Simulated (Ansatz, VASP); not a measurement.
One calculation of YSe2, two programs

INCAR

```
SYSTEM = YSe2
  PREC = Accurate
  ENCUT = 520
  EDIFF = 1E-6
  ISMEAR = -5
  SIGMA = 0.1
  LREAL = .False.
  LASPH = .True.
  NELM = 60
  ALGO = Normal
  ISIF = 2
  LWAVE = .False.
  LCHARG = .False.
  GGA = PE
  NBANDS = 18
```

Contents of KPOINTS:

```
regular mesh
0
Gamma
  8 8 8
  0 0 0
```

The input POSCAR:

```
YSe2
1.0
    0.0000000000      3.4294106005      3.4294106005
    3.4294106005      0.0000000000      3.4294106005
    3.4294106005      3.4294106005      0.0000000000
Y Se
1 2
Direct
    0.0000000000      0.0000000000      0.0000000000
    0.2500000000      0.2500000000      0.2500000000
    0.7500000000      0.7500000000      0.7500000000
```

Input for Ansatz:

```yaml
crystal:
  lattice:
    - [0.0, 3.4294106005, 3.4294106005]
    - [3.4294106005, 0.0, 3.4294106005]
    - [3.4294106005, 3.4294106005, 0.0]
  atoms:
    - { symbol: "Y", position: [0.0, 0.0, 0.0] }
    - { symbol: Se, position: [0.25, 0.25, 0.25] }
    - { symbol: Se, position: [0.75, 0.75, 0.75] }
basis:
  ecutwfc: 420
  ecutrho_ratio: 4
kpoints:
  mp_grid: { grid: [8, 8, 8] }
hamiltonian:
  xc: pbe
scf:
  occupations: { method: tetrahedron }
output:
  forces: true
  stress: true
```

Alike in both runs: task single point; functional PBE; k mesh 8 × 8 × 8; occupations tetrahedron; no spin polarisation.

```csv
,VASP,Ansatz
version,VASP 6.6.1,Ansatz 0.2.0
potentials or method,"VASP PAW PBE potentials, release 64 (Y_sv, Se), cutoff 520 eV","scalar-relativistic, plane waves, PAW"
valence electrons in the cell,23,43
```

|  | VASP | Ansatz | Ansatz less VASP |
| --- | --- | --- | --- |
| gap on the k mesh at the Fermi level (eV) | none | none | - |
| pressure (GPa) | 0.0 | 0.0 | -0.02 |

A gap of «none» marks a metal or a gap that the smearing closes. With one functional, cell and mesh, what is left measures potentials, basis and numerics. VASP's potentials hold 23 valence electrons a cell and Ansatz's 43, so a difference there can come from the potentials and not from the codes. Ansatz's warnings: band table not solved further, tetrahedron derivatives may miss energy slope.
